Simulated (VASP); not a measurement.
# KBr: single point with r2SCAN

KBr:

```
K Br
1.0
     5.64667    0.00000    0.00000
    -2.82334    4.89016    0.00000
     0.00000    0.00000    6.54940
K Br
2 2
Direct
  0.33333 0.66667 0.93750
  0.66667 0.33333 0.43750
  0.33333 0.66667 0.43750
  0.66667 0.33333 0.93750
```

This cell differs from its parent crystal: epitaxial xy strain +0.5%.

```json
{
  "Program": "VASP 6.6.1",
  "Task": "single point",
  "Functional": "r2SCAN",
  "Potentials or basis": "VASP PAW PBE potentials, release 64 (K_sv, Br)",
  "Cutoff": "520 eV",
  "k mesh": "6 × 6 × 4",
  "Occupations": "gaussian, width 0.01 eV",
  "Spin": "no spin polarisation",
  "Dipole correction": "no",
  "Further INCAR settings": "ALGO = Normal; EDIFF = 1e-06; NBANDS = 24"
}
```

```json
{
 "Pressure": "-0.1 GPa",
 "Band gap on the k mesh": "4.75 eV, direct"
}
```

Stress tensor (GPa, compression positive):
```
-0.13  0.00  0.00
 0.00 -0.13  0.00
 0.00  0.00  0.00
```

Levels at points of the mesh, in eV from the valence-band top:
| k point | band 13 | band 14 | band 15 | band 16 | band 17 | band 18 | band 19 | band 20 |
| --- | --- | --- | --- | --- | --- | --- | --- | --- |
| (0.00, 0.00, 0.00) | -0.48 | -0.28 | -0.28 | 0.00 | 4.75 | 7.82 | 8.07 | 8.07 |
| (0.50, 0.00, 0.00) | -0.46 | -0.44 | -0.25 | -0.15 | 6.45 | 7.16 | 7.22 | 7.45 |
| (0.00, 0.00, 0.50) | -0.40 | -0.40 | -0.40 | -0.40 | 6.02 | 6.02 | 9.05 | 9.05 |
| (0.50, 0.00, 0.50) | -0.35 | -0.35 | -0.27 | -0.27 | 6.75 | 6.75 | 8.57 | 8.57 |

Wall time 8 min on 1 thread of Oxide Virtual Turin-like Processor, on a shared host, peak memory 0.32 GiB.

Caveat: the cell differs from its parent crystal (epitaxial xy strain +0.5%); the PAW data sets were made with another functional, which shifts forces and pressure a little. A k mesh can miss the band edges.
